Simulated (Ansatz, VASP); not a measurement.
# Ge: VASP beside Ansatz

The input INCAR:

```
SYSTEM = Ge
AGGAC    = 1.0          
AGGAX    = 1.0          
ALDAC    = 0.0          
ALDAX    = 1.0          
ALGO     = Normal         ! electronic algorithm
EDIFF    = 1E-6           ! SCF threshold, eV
EDIFFG   = -0.01          ! ionic threshold
ENCUT    = 600            ! plane-wave cutoff, eV
GGA      = B5             ! functional
IBRION   = 2              ! ionic algorithm
ISIF     = 3              ! what is computed and relaxed
ISMEAR   = -1             ! smearing method
LASPH    = .TRUE.         ! aspherical terms in the spheres
LCHARG   = .FALSE.        ! write CHGCAR
LREAL    = .FALSE.        ! projectors in reciprocal space
LWAVE    = .FALSE.        ! write WAVECAR
NELM     = 100            ! most SCF steps
NSW      = 80             ! ionic steps
PREC     = Accurate       ! precision mode
SIGMA    = 0.1            ! smearing width, eV
```

KPOINTS

```
k-points
0
G
  13 13 13
  0 0 0
```

File POSCAR:

```
Ge
1.0
   -1.6879910177      1.6879910177      1.6879910177
    1.6879910177     -1.6879910177      1.6879910177
    1.6879910177      1.6879910177     -1.6879910177
Ge
1
Direct
    0.0000000000      0.0000000000      0.0000000000
```

Input for Ansatz:

```yaml
crystal:
  lattice:
    - [-1.6879910177, 1.6879910177, 1.6879910177]
    - [1.6879910177, -1.6879910177, 1.6879910177]
    - [1.6879910177, 1.6879910177, -1.6879910177]
  atoms:
    - { symbol: Ge, position: [0.0, 0.0, 0.0] }
hamiltonian:
  xc: blyp
  pseudopotentials:
    kind: paw
    azcp:
      Ge: "pseudopotentials/Ge.paw.azcp"
basis:
  ecutwfc: 420
  fft_grid_basis: typed
kpoints:
  mp_grid: { grid: [13, 13, 13], shift: [0, 0, 0] }
magnetization:
  spin_polarized: false
scf:
  occupations: { method: fermi_dirac, width: 0.1 }
relax:
  max_steps: 60
  f_tol: 0.01
  cell: {}
```

Alike in both runs: task relaxation of cell and atoms; functional BLYP; k mesh 13 × 13 × 13; occupations fermi-dirac, width 0.1 eV; no spin polarisation.

|  | VASP | Ansatz |
| --- | --- | --- |
| version | VASP 6.6.1 | Ansatz 0.2.0 |
| potentials or method | VASP PAW PBE potentials, release 64 (Ge_d), cutoff 600 eV | plane waves (420 eV) with PAW, scalar-relativistic |
| valence electrons in the cell | 14 | 14 |

VASP gave:

- relaxed volume (Å³/atom): 21.59
- relaxed cell length with the largest relative difference (Å): 3.038

Task: Which values does Ansatz return?

Result: Relaxed volume (Å³/atom): 21.55; relaxed cell length with the largest relative difference (Å): 3.036.

VASP's potentials were made for PBE, not for BLYP.
